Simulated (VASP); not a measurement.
ZnO:

```
Zn O
1.0
     3.27083    0.00000    0.00000
    -1.63541    2.83262    0.00000
     0.00000    0.00000    5.24018
Zn O
2 2
Direct
  0.66667 0.33333 0.00000
  0.33333 0.66667 0.50000
  0.33333 0.66667 0.87901
  0.66667 0.33333 0.37901
```

Base run:

| Item | Value |
| --- | --- |
| Program | VASP 6.6.1 |
| Functional | PBE |
| Dispersion | D3(BJ) |
| Potentials or basis | VASP PAW PBE potentials, release 64 (Zn, O) |
| Cutoff | 520 eV |
| k mesh | 9 × 9 × 5 |
| Occupations | fermi-dirac, width 0.05 eV |
| Spin | no spin polarisation |

Its results: band gap on the k mesh 0.76 eV; pressure 0.1 GPa; largest force 0.065 eV/Å.

**Question.** The run is repeated on the same cell with these changes: functional from PBE to b88 exchange, pbe correlation; dispersion from D3(BJ) to none; cutoff from 520 eV to 600 eV. What comes out?

**Answer.** Band gap on the k mesh 0.78 eV; pressure 2.4 GPa; largest force 0.065 eV/Å.

Several settings changed at once.

Caveats: the PAW data sets were made with another functional, which shifts forces and pressure a little (at least some runs).

